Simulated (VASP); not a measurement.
The system is Te4W.

```
Te W
1.0
     3.11067    1.79595    4.71435
    -3.11067    1.79595    4.71435
     0.00000   -3.59190    4.71435
Te W
4 1
Cartesian
  0.0000 1.7959 4.7143
  -1.5553 -0.8980 4.7143
  1.5553 -0.8980 4.7143
  0.0000 0.0000 7.0715
  0.0000 0.0000 0.0000
```

The cell was built from a structure type or drawn by symmetry, and may not be a known phase.

- Program: VASP 6.6.1
- Task: relaxation of cell and atoms
- Functional: PBE
- Potentials or basis: VASP PAW PBE potentials, release 64 (Te, W_sv)
- Cutoff: 600 eV
- k mesh: 3 × 3 × 3
- Occupations: gaussian, width 0.1 eV
- Spin: no spin polarisation

At the start: pressure 4.9 GPa; volume 31.60 Å³/atom.

Problem. How do energy, volume and symmetry change on relaxing?

Solution. Over 7 steps the energy falls by 179.8 meV/atom and the volume is 36.16 Å³/atom (+14.4 %); space group R-3m (No. 166, to 0.1 Å) before and after.

Step by step:
```csv
step,energy change (eV),largest force (eV/Å),pressure (GPa),volume (Å³)
1,0.0000,0.0000,4.90,158.02
2,-0.6195,0.0000,-1.41,180.84
3,-0.6350,0.0000,-2.28,186.12
4,-0.8927,0.0000,-0.09,183.02
5,-0.8960,0.0000,-0.40,183.38
6,-0.8958,0.0000,-0.45,183.45
7,-0.8988,0.0000,0.06,180.82
```

Final structure:
```xyz
5
Lattice="3.0638 1.7689 5.5606 -3.0638 1.7689 5.5606 0.0000 -3.5378 5.5606" Properties=species:S:1:pos:R:3 pbc="T T T"
Te    0.0000    1.7689    5.5606
Te   -1.5319   -0.8844    5.5606
Te    1.5319   -0.8844    5.5606
Te    0.0000    0.0000    8.3409
W     0.0000    0.0000    0.0000
```

Caveat: the k points lie up to 0.41 Å⁻¹ apart in the final cell.
